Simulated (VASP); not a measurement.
# NbH2 in VASP: a series of runs, part 2 of 3

VASP 6.6.1. The steps go on from the part before.

### 3 Electric field gradients, LDA (equal xx and yy strain of -1 %)

Input file INCAR:

```
SYSTEM = NbH2
PREC = Accurate
ENCUT = 400
EDIFF = 1E-8
ISMEAR = -1
SIGMA = 0.03
LREAL = .FALSE.
LASPH = .TRUE.
NELM = 120
ALGO = Normal
ISIF = 2
LWAVE = .FALSE.
LCHARG = .FALSE.
GGA = CA
LEFG = .TRUE.
NBANDS = 14
GGA_COMPAT = .FALSE.
```

Input file KPOINTS:

```
Automatic mesh
0
G
  15 15 15
  0 0 0
```

Input file POSCAR:

```
NbH2
1.0
    0.0000000000      2.2586850000      2.2815000000
    2.2586850000      0.0000000000      2.2815000000
    2.2586850000      2.2586850000      0.0000000000
Nb H
1 2
Direct
    0.0000000000      0.0000000000      0.0000000000
    0.2500000000      0.2500000000      0.2500000000
    0.7500000000      0.7500000000      0.7500000000
```

Potentials or basis: VASP PAW LDA potentials, release 64 (Nb_sv, H).

The run is started by

```
cat potpaw_LDA.64/Nb_sv/POTCAR potpaw_LDA.64/H/POTCAR > POTCAR
mpirun -np 1 vasp_std > vasp.out
```

OUTCAR:

```text
SYSTEM = NbH2
   PREC = Accurate
   ENCUT = 400
   EDIFF = 1E-8
   ISMEAR = -1
   LREAL = .FALSE.
   LASPH = .TRUE.
   NELM = 120
   ISIF = 2
   GGA = CA

 ion  position               nearest neighbor table
   1  0.000  0.000  0.000-   3 1.96   2 1.96   3 1.96   2 1.96   3 1.96   3 1.96   2 1.96   2 1.96

   2  0.250  0.250  0.250-   1 1.96   1 1.96   1 1.96   1 1.96
   3  0.750  0.750  0.750-   1 1.96   1 1.96   1 1.96   1 1.96

  LATTYP: Found a body centered tetragonal cell.
 ALAT       =     3.1942629601
 C/A-ratio  =     1.4284985479

  Lattice vectors:

 A1 = (  -2.2586850000,   0.0000000000,   2.2815000000)
 A2 = (   2.2586850000,   0.0000000000,   2.2815000000)
 A3 = (   0.0000000000,   2.2586850000,  -2.2815000000)

Analysis of symmetry for initial positions (statically):
=====================================================================
 Subroutine PRICEL returns:
 Original cell was already a primitive cell.

 Routine SETGRP: Setting up the symmetry group for a
 body centered tetragonal supercell.

 Subroutine GETGRP returns: Found 16 space group operations
 (whereof 16 operations were pure point group operations)
 out of a pool of 16 trial point group operations.

The static configuration has the point symmetry D_4h.

Analysis of symmetry for dynamics (positions and initial velocities):
=====================================================================
 Subroutine PRICEL returns:
 Original cell was already a primitive cell.

 Routine SETGRP: Setting up the symmetry group for a
 body centered tetragonal supercell.

 Subroutine GETGRP returns: Found 16 space group operations
[... 565 lines left out ...]
     13      23.8245      0.00000
     14      24.0084      0.00000

 [... further k-points ...]

------------------------ aborting loop because EDIFF is reached ----------------------------------------

  FORCE on cell =-STRESS in cart. coord.  units (eV):
  Direction    XX          YY          ZZ          XY          YZ          ZX
  --------------------------------------------------------------------------------------
  -------------------------------------------------------------------------------------
  Total       -0.7527687     -0.7527687     -0.9624693      0.0000000      0.0000000      0.0000000
  in kB      -51.8096083    -51.8096083    -66.2423401      0.0000000      0.0000000      0.0000000
  external PRESSURE =     -56.6205189 kB  Pullay stress =       0.0000000 kB

 VOLUME and BASIS-vectors are now :
 -----------------------------------------------------------------------------
  energy-cutoff  :      400.00
  volume of cell :       23.28
      direct lattice vectors                 reciprocal lattice vectors
     0.000000000  2.258685000  2.281500000    -0.221367743  0.221367743  0.219154065
     2.258685000  0.000000000  2.281500000     0.221367743 -0.221367743  0.219154065
     2.258685000  2.258685000  0.000000000     0.221367743  0.221367743 -0.219154065

 POSITION                                       TOTAL-FORCE (eV/Angst)
 -----------------------------------------------------------------------------------
      0.00000      0.00000      0.00000         0.000000     -0.000000     -0.000000
      1.12934      1.12934      1.14075         0.000000      0.000000      0.000000
      3.38803      3.38803      3.42225        -0.000000     -0.000000     -0.000000
 -----------------------------------------------------------------------------------
    total drift:                               -0.000000      0.000000      0.000000

  FREE ENERGIE OF THE ION-ELECTRON SYSTEM (eV)
  ---------------------------------------------------
  free  energy   TOTEN  =       -19.2658880795 eV

  energy  without entropy=      -19.2627526434  energy(sigma->0) =      -19.26432036

 Electric field gradients (V/A^2)
---------------------------------------------------------------------
 ion       V_xx      V_yy      V_zz      V_xy      V_xz      V_yz
---------------------------------------------------------------------
   1      -0.419    -0.419     0.839    -0.000    -0.000    -0.000
   2      -0.043    -0.043     0.086    -0.001    -0.001    -0.001
   3      -0.043    -0.043     0.086    -0.001    -0.001    -0.001
---------------------------------------------------------------------

 Electric field gradients after diagonalization (V/A^2)
 (convention: |V_zz| > |V_xx| > |V_yy|)
----------------------------------------------------------------------
 ion       V_xx      V_yy      V_zz     asymmetry (V_yy - V_xx)/ V_zz
----------------------------------------------------------------------
   1      -0.420    -0.419     0.839       0.001
   2      -0.044    -0.042     0.086       0.028
   3      -0.044    -0.042     0.086       0.028
----------------------------------------------------------------------

           NMR quadrupolar parameters

 Cq : quadrupolar parameter    Cq=e*Q*V_zz/h
 eta: asymmetry parameters     (V_yy - V_xx)/ V_zz
 Q  : nuclear electric quadrupole moment in mb (millibarn)
----------------------------------------------------------------------
 ion       Cq(MHz)       eta       Q (mb)
----------------------------------------------------------------------
   1       0.002       0.001       1.000
   2       0.000       0.028       1.000
   3       0.000       0.028       1.000
----------------------------------------------------------------------
```

Run time: 25 s. Hardware: 1 thread of Intel Xeon 6975P-C (Granite Rapids), shared host; peak memory 0.18 GiB.

What came out:

* Free energy: -19.2659 eV
* Pressure: -5.7 GPa

Stress tensor (GPa, compression positive):
```
-5.18  0.00  0.00
 0.00 -5.18  0.00
 0.00  0.00 -6.62
```

Electric field gradients, principal values (V/Å²):
```tsv
atom	least	middle	greatest (by size)
1 Nb	-0.419	-0.420	0.839
2 H	-0.042	-0.044	0.086
3 H	-0.042	-0.044	0.086
```

Caveat: the cell differs from its parent crystal (equal xx and yy strain of -1 %); without QUAD_EFG the Cq values of the log hold for a quadrupole moment of 1 mb, not for the nuclei.

### 4 Electric field gradients, LDA (equal xy, yz and zx shear strains of -2 %)

Input file INCAR:

```
  PREC = Accurate
  ENCUT = 400
  EDIFF = 1E-8
  ISMEAR = -1
  SIGMA = 0.03
  LREAL = False
  LASPH = True
  NELM = 120
  ALGO = Normal
  ISIF = 2
  LWAVE = False
  LCHARG = False
  GGA = CA
  LEFG = True
  NBANDS = 14
  GGA_COMPAT = False
```

Input file KPOINTS:

```
regular mesh
0
Gamma
  15 15 15
```

Input file POSCAR:

```
NbH2
1.0
   -0.0456300000      2.2586850000      2.2586850000
    2.2586850000     -0.0456300000      2.2586850000
    2.2586850000      2.2586850000     -0.0456300000
Nb H
1 2
Direct
    0.0000000000      0.0000000000      0.0000000000
    0.2500000000      0.2500000000      0.2500000000
    0.7500000000      0.7500000000      0.7500000000
```

Potentials or basis: VASP PAW LDA potentials, release 64 (Nb_sv, H).

The run is started by

```
cat potpaw_LDA.64/Nb_sv/POTCAR potpaw_LDA.64/H/POTCAR > POTCAR
mpirun -np 1 vasp_std > vasp.out
```

OUTCAR:

```text
PREC = Accurate
   ENCUT = 400
   EDIFF = 1E-8
   ISMEAR = -1
   LREAL = False
   LASPH = True
   NELM = 120
   ISIF = 2
   GGA = CA

 ion  position               nearest neighbor table
   1  0.000  0.000  0.000-   2 1.94   3 1.94
   2  0.250  0.250  0.250-   1 1.94
   3  0.750  0.750  0.750-   1 1.94

  LATTYP: Found a trigonal (rhomboedric) cell.
 ALAT       =     3.1945888554
 COS(alpha) =     0.4797000918

  Lattice vectors:

 A1 = (  -0.0456300000,   2.2586850000,   2.2586850000)
 A2 = (   2.2586850000,  -0.0456300000,   2.2586850000)
 A3 = (   2.2586850000,   2.2586850000,  -0.0456300000)

Analysis of symmetry for initial positions (statically):
=====================================================================
 Subroutine PRICEL returns:
 Original cell was already a primitive cell.

 Routine SETGRP: Setting up the symmetry group for a
 trigonal (rhombohedral) supercell.

 Subroutine GETGRP returns: Found 12 space group operations
 (whereof 12 operations were pure point group operations)
 out of a pool of 12 trial point group operations.

The static configuration has the point symmetry D_3d.

Analysis of symmetry for dynamics (positions and initial velocities):
=====================================================================
 Subroutine PRICEL returns:
 Original cell was already a primitive cell.

 Routine SETGRP: Setting up the symmetry group for a
 trigonal (rhombohedral) supercell.

[... 561 lines left out ...]
      8       9.1421      2.00000
      9       9.9204      0.01608
     10      11.3600      0.00000
     11      13.2288      0.00000
     12      19.5312      0.00000
     13      23.1763      0.00000
     14      23.7702      0.00000

 [... further k-points ...]

------------------------ aborting loop because EDIFF is reached ----------------------------------------

  FORCE on cell =-STRESS in cart. coord.  units (eV):
  Direction    XX          YY          ZZ          XY          YZ          ZX
  --------------------------------------------------------------------------------------
  -------------------------------------------------------------------------------------
  Total       -1.3117931     -1.3117931     -1.3117931      0.4141992      0.4141992      0.4141992
  in kB      -88.5147573    -88.5147573    -88.5147573     27.9485707     27.9485707     27.9485707
  external PRESSURE =     -88.5147573 kB  Pullay stress =       0.0000000 kB

 VOLUME and BASIS-vectors are now :
 -----------------------------------------------------------------------------
  energy-cutoff  :      400.00
  volume of cell :       23.74
      direct lattice vectors                 reciprocal lattice vectors
    -0.045630000  2.258685000  2.258685000    -0.214770098  0.219198348  0.219198348
     2.258685000 -0.045630000  2.258685000     0.219198348 -0.214770098  0.219198348
     2.258685000  2.258685000 -0.045630000     0.219198348  0.219198348 -0.214770098

 POSITION                                       TOTAL-FORCE (eV/Angst)
 -----------------------------------------------------------------------------------
      0.00000      0.00000      0.00000        -0.000000      0.000000     -0.000000
      1.11793      1.11793      1.11793         0.098032      0.098032      0.098032
      3.35380      3.35380      3.35380        -0.098032     -0.098032     -0.098032
 -----------------------------------------------------------------------------------
    total drift:                               -0.000000      0.000000      0.000000

  FREE ENERGIE OF THE ION-ELECTRON SYSTEM (eV)
  ---------------------------------------------------
  free  energy   TOTEN  =       -19.2371272458 eV

  energy  without entropy=      -19.2344067063  energy(sigma->0) =      -19.23576698

 Electric field gradients (V/A^2)
---------------------------------------------------------------------
 ion       V_xx      V_yy      V_zz      V_xy      V_xz      V_yz
---------------------------------------------------------------------
   1      -0.000    -0.000    -0.000   -14.952   -14.952   -14.952
   2      -0.000    -0.000     0.000     0.471     0.471     0.471
   3      -0.000    -0.000     0.000     0.471     0.471     0.471
---------------------------------------------------------------------

 Electric field gradients after diagonalization (V/A^2)
 (convention: |V_zz| > |V_xx| > |V_yy|)
----------------------------------------------------------------------
 ion       V_xx      V_yy      V_zz     asymmetry (V_yy - V_xx)/ V_zz
----------------------------------------------------------------------
   1      14.952    14.952   -29.904       0.000
   2      -0.471    -0.471     0.942       0.000
   3      -0.471    -0.471     0.942       0.000
----------------------------------------------------------------------

           NMR quadrupolar parameters

 Cq : quadrupolar parameter    Cq=e*Q*V_zz/h
 eta: asymmetry parameters     (V_yy - V_xx)/ V_zz
 Q  : nuclear electric quadrupole moment in mb (millibarn)
----------------------------------------------------------------------
 ion       Cq(MHz)       eta       Q (mb)
----------------------------------------------------------------------
   1      -0.072       0.000       1.000
   2       0.002       0.000       1.000
   3       0.002       0.000       1.000
----------------------------------------------------------------------
```

OSZICAR:

```text
N       E                     dE             d eps       ncg     rms          rms(c)
DAV:   1     0.102828582561E+03    0.10283E+03   -0.67662E+03  9688   0.864E+02
DAV:   2    -0.165251990594E+02   -0.11935E+03   -0.11294E+03 12002   0.341E+02
DAV:   3    -0.204532267464E+02   -0.39280E+01   -0.37893E+01 13808   0.546E+01
DAV:   4    -0.206561562747E+02   -0.20293E+00   -0.20245E+00 13180   0.111E+01
DAV:   5    -0.206615812050E+02   -0.54249E-02   -0.54245E-02 13602   0.165E+00    0.953E+00
DAV:   6    -0.193948862155E+02    0.12667E+01   -0.13864E+00 15342   0.137E+01    0.297E+00
DAV:   7    -0.192414695694E+02    0.15342E+00   -0.33628E-01 16302   0.545E+00    0.752E-01
DAV:   8    -0.192370575178E+02    0.44121E-02   -0.27528E-02 13334   0.205E+00    0.343E-01
DAV:   9    -0.192372390831E+02   -0.18157E-03   -0.26667E-03 15450   0.445E-01    0.847E-02
DAV:  10    -0.192371275632E+02    0.11152E-03   -0.23343E-04 10534   0.121E-01    0.132E-02
DAV:  11    -0.192371279414E+02   -0.37817E-06   -0.17930E-05 14098   0.344E-02    0.686E-03
DAV:  12    -0.192371272718E+02    0.66962E-06   -0.15247E-06 14468   0.155E-02    0.193E-03
DAV:  13    -0.192371272465E+02    0.25204E-07   -0.11213E-07 14298   0.381E-03    0.605E-04
DAV:  14    -0.192371272458E+02    0.71350E-09   -0.23403E-09  6236   0.620E-04
   1 F= -.19237127E+02 E0= -.19235767E+02  d E =-.272054E-02
```

stdout:

```text
POSCAR found type information on POSCAR NbH
 POSCAR found :  2 types and       3 ions
 scaLAPACK will be used
 LDA part: xc-table for (Slater(with rela. corr.)+CA(PZ))
 , standard interpolation
 POSCAR, INCAR and KPOINTS ok, starting setup
 FFT: planning ... GRIDC
 FFT: planning ... GRID_SOFT
 FFT: planning ... GRID
 WAVECAR not read
 entering main loop
ion   1

ion   2

ion   3
```

Wall time 33 s (1 thread of Intel Xeon 6975P-C (Granite Rapids), shared host); peak memory 0.18 GiB.

What came out:

```
Free energy   : -19.2371 eV
Pressure      : -8.9 GPa
Largest force : 0.170 eV/Å
```

Forces in eV/Å, atoms in the order of the input:
```
Nb   0.000  0.000  0.000
H    0.098  0.098  0.098
H   -0.098 -0.098 -0.098
```

Electric field gradients, principal values (V/Å²):
```csv
atom,least,middle,greatest (by size)
1 Nb,14.952,14.952,-29.904
2 H,-0.471,-0.471,0.942
3 H,-0.471,-0.471,0.942
```

Caveat: the cell differs from its parent crystal (equal xy, yz and zx shear strains of -2 %); without QUAD_EFG the Cq values of the log hold for a quadrupole moment of 1 mb, not for the nuclei.

### 5 Electric field gradients, LDA (equal xy, yz and zx shear strains of -2 %)

Input file INCAR:

```
SYSTEM = NbH2
PREC = Accurate
ENCUT = 400
EDIFF = 1E-8
ISMEAR = -1
SIGMA = 0.03
LREAL = .FALSE.
LASPH = .TRUE.
NELM = 120
ALGO = Normal
ISIF = 2
LWAVE = .FALSE.
LCHARG = .FALSE.
GGA = CA
LEFG = .TRUE.
NBANDS = 14
GGA_COMPAT = .FALSE.
```

Input file KPOINTS:

```
regular mesh
0
G
  15 15 15
  0 0 0
```

POSCAR is that of step 4.

Potentials or basis: VASP PAW LDA potentials, release 64 (Nb_sv, H).

The run is started by

```
cat potpaw_LDA.64/Nb_sv/POTCAR potpaw_LDA.64/H/POTCAR > POTCAR
mpirun -np 1 vasp_std > vasp.out
```

OUTCAR:

```text
SYSTEM = NbH2
   PREC = Accurate
   ENCUT = 400
   EDIFF = 1E-8
   ISMEAR = -1
   LREAL = .FALSE.
   LASPH = .TRUE.
   NELM = 120
   ISIF = 2
   GGA = CA

 ion  position               nearest neighbor table
   1  0.000  0.000  0.000-   2 1.94   3 1.94
   2  0.250  0.250  0.250-   1 1.94
   3  0.750  0.750  0.750-   1 1.94

  LATTYP: Found a trigonal (rhomboedric) cell.
 ALAT       =     3.1945888554
 COS(alpha) =     0.4797000918

  Lattice vectors:

 A1 = (  -0.0456300000,   2.2586850000,   2.2586850000)
 A2 = (   2.2586850000,  -0.0456300000,   2.2586850000)
 A3 = (   2.2586850000,   2.2586850000,  -0.0456300000)

Analysis of symmetry for initial positions (statically):
=====================================================================
 Subroutine PRICEL returns:
 Original cell was already a primitive cell.

 Routine SETGRP: Setting up the symmetry group for a
[... 604 lines left out ...]
     2.258685000  2.258685000 -0.045630000     0.219198348  0.219198348 -0.214770098

 POSITION                                       TOTAL-FORCE (eV/Angst)
 -----------------------------------------------------------------------------------
      0.00000      0.00000      0.00000        -0.000000      0.000000     -0.000000
      1.11793      1.11793      1.11793         0.098032      0.098032      0.098032
      3.35380      3.35380      3.35380        -0.098032     -0.098032     -0.098032
 -----------------------------------------------------------------------------------
    total drift:                               -0.000000      0.000000      0.000000

  FREE ENERGIE OF THE ION-ELECTRON SYSTEM (eV)
  ---------------------------------------------------
  free  energy   TOTEN  =       -19.2371272458 eV

  energy  without entropy=      -19.2344067063  energy(sigma->0) =      -19.23576698

 Electric field gradients (V/A^2)
---------------------------------------------------------------------
 ion       V_xx      V_yy      V_zz      V_xy      V_xz      V_yz
---------------------------------------------------------------------
   1      -0.000    -0.000    -0.000   -14.952   -14.952   -14.952
   2      -0.000    -0.000     0.000     0.471     0.471     0.471
   3      -0.000    -0.000     0.000     0.471     0.471     0.471
---------------------------------------------------------------------

 Electric field gradients after diagonalization (V/A^2)
 (convention: |V_zz| > |V_xx| > |V_yy|)
----------------------------------------------------------------------
 ion       V_xx      V_yy      V_zz     asymmetry (V_yy - V_xx)/ V_zz
----------------------------------------------------------------------
   1      14.952    14.952   -29.904       0.000
   2      -0.471    -0.471     0.942       0.000
   3      -0.471    -0.471     0.942       0.000
----------------------------------------------------------------------

           NMR quadrupolar parameters

 Cq : quadrupolar parameter    Cq=e*Q*V_zz/h
 eta: asymmetry parameters     (V_yy - V_xx)/ V_zz
 Q  : nuclear electric quadrupole moment in mb (millibarn)
----------------------------------------------------------------------
 ion       Cq(MHz)       eta       Q (mb)
----------------------------------------------------------------------
   1      -0.072       0.000       1.000
   2       0.002       0.000       1.000
   3       0.002       0.000       1.000
----------------------------------------------------------------------
```

It took 30 s on 1 thread of Intel Xeon 6975P-C (Granite Rapids), shared host; peak memory 0.19 GiB.

What came out:

```yaml
Free_energy: -19.2371 eV
Pressure: -8.9 GPa
Largest_force: 0.170 eV/Å
```

Forces in eV/Å, atoms in the order of the input:
```
Nb   0.000  0.000  0.000
H    0.098  0.098  0.098
H   -0.098 -0.098 -0.098
```

Levels at points of the mesh, in eV from the Fermi level:
| k point | band 4 | band 5 | band 6 | band 7 | band 8 | band 9 | band 10 | band 11 | band 12 | band 13 |
| --- | --- | --- | --- | --- | --- | --- | --- | --- | --- | --- |
| (0.00, 0.00, 0.00) | -30.99 | -10.60 | -1.48 | -1.48 | -1.14 | -0.99 | 1.26 | 1.26 | 12.45 | 13.18 |

Electric field gradients, principal values (V/Å²):
```tsv
atom	least	middle	greatest (by size)
1 Nb	14.952	14.952	-29.904
2 H	-0.471	-0.471	0.942
3 H	-0.471	-0.471	0.942
```

Caveat: the cell differs from its parent crystal (equal xy, yz and zx shear strains of -2 %); without QUAD_EFG the Cq values of the log hold for a quadrupole moment of 1 mb, not for the nuclei.

[end of part 2 of 3]
